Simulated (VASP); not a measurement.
A run of VASP 6.6.1 is set up as follows.

INCAR

```
PREC = Accurate ; ENCUT = 600
EDIFF = 1E-7 ; ISMEAR = 0
SIGMA = 0.1 ; LREAL = F
LASPH = T ; NELM = 60
ALGO = Normal ; ISIF = 3
LWAVE = F ; LCHARG = F
GGA = PS ; IBRION = 2
NSW = 90 ; EDIFFG = -0.04
```

Contents of KPOINTS:

```
Automatic mesh
0
Gamma
  9 9 9
```

File POSCAR:

```
Pt
1.0
    1.3668042170      0.7891247826      6.9728000494
   -1.3668042170      0.7891247826      6.9728000494
    0.0000000000     -1.5782495652      6.9728000494
Pt
3
Direct
    0.0000000000      0.0000000000      0.0000000000
    0.2226681829      0.2226681829      0.2226681829
    0.7773318171      0.7773318171      0.7773318171
```

Potentials or basis: VASP PAW PBE potentials, release 64 (Pt).

Launch:

```sh
$ cat potpaw_PBE.64/Pt/POTCAR > POTCAR
$ mpirun -np 1 vasp_std > vasp.out
```

**Question.** Estimate the relaxed volume.

**Answer.** 15.07 Å³/atom.

**Question.** Estimate the space group after relaxing (to 0.1 Å).

**Answer.** R-3m (No. 166).

Step by step:
```tsv
step	energy change (eV)	largest force (eV/Å)	pressure (GPa)	volume (Å³)
1	0.0000	0.0127	0.56	45.12
2	0.0010	0.0040	-1.56	45.47
3	-0.0002	0.0102	-0.03	45.22
```

Caveat: the PAW data sets were made with another functional, which shifts forces and pressure a little.
